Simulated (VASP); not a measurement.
# ZnSe5: single point with PBE

Crystal: ZnSe5.

```
CELL_PARAMETERS angstrom
4.65995 0.00000 0.00000
-2.32997 4.03563 0.00000
0.00000 0.00000 6.84477
ATOMIC_POSITIONS crystal
Zn 0.00000 0.00000 0.00000
Se 0.33333 0.66667 0.75694
Se 0.33333 0.66667 0.24306
Se 0.66667 0.33333 0.24306
Se 0.66667 0.33333 0.75694
Se 0.00000 0.00000 0.50000
```

The cell was built from a structure type or drawn by symmetry, and may not be a known phase.

```yaml
Program: VASP 6.6.1
Task: single point
Functional: PBE
Potentials_or_basis: VASP PAW PBE potentials, release 64 (Zn, Se)
Cutoff: 520 eV
k_mesh: 6 × 6 × 2
Occupations: gaussian, width 0.1 eV
Spin: no spin polarisation
```

| Quantity | Value |
| --- | --- |
| Pressure | 0.0 GPa |
| Largest force | 0.031 eV/Å |
| Band gap on the k mesh | zero (bands 21 and 22 overlap by 1.15 eV) |

Forces in eV/Å, atoms in the order of the input:
```
Zn   0.000  0.000  0.000
Se   0.000  0.000 -0.031
Se   0.000  0.000  0.031
Se   0.000  0.000  0.031
Se   0.000  0.000 -0.031
Se   0.000  0.000  0.000
```

Stress tensor (GPa, compression positive):
```
 0.11  0.00  0.00
 0.00  0.11  0.00
 0.00  0.00 -0.21
```

Levels at points of the mesh, in eV from the Fermi level:
```csv
k point,band 17,band 18,band 19,band 20,band 21,band 22,band 23,band 24,band 25,band 26
"(0.00, 0.00, 0.00)",-3.11,-2.66,-1.54,-0.95,-0.38,-0.38,-0.02,0.54,0.54,1.51
"(0.50, 0.00, 0.00)",-1.21,-0.82,-0.78,-0.40,0.30,0.56,0.82,0.97,1.54,2.10
"(0.00, 0.00, 0.50)",-2.86,-2.86,-2.31,-1.39,-1.39,-0.43,0.01,1.69,1.69,1.74
"(0.50, 0.00, 0.50)",-2.61,-1.52,-0.83,-0.23,0.06,0.38,0.65,1.63,1.80,1.81
```

Wall time 28 s on 1 thread of Intel(R) Xeon(R) 6975P-C (Granite Rapids) (shared host), peak memory 0.25 GiB.

Caveat: the k points lie up to 0.46 Å⁻¹ apart, too coarse for converged energies and pressures of a metal.
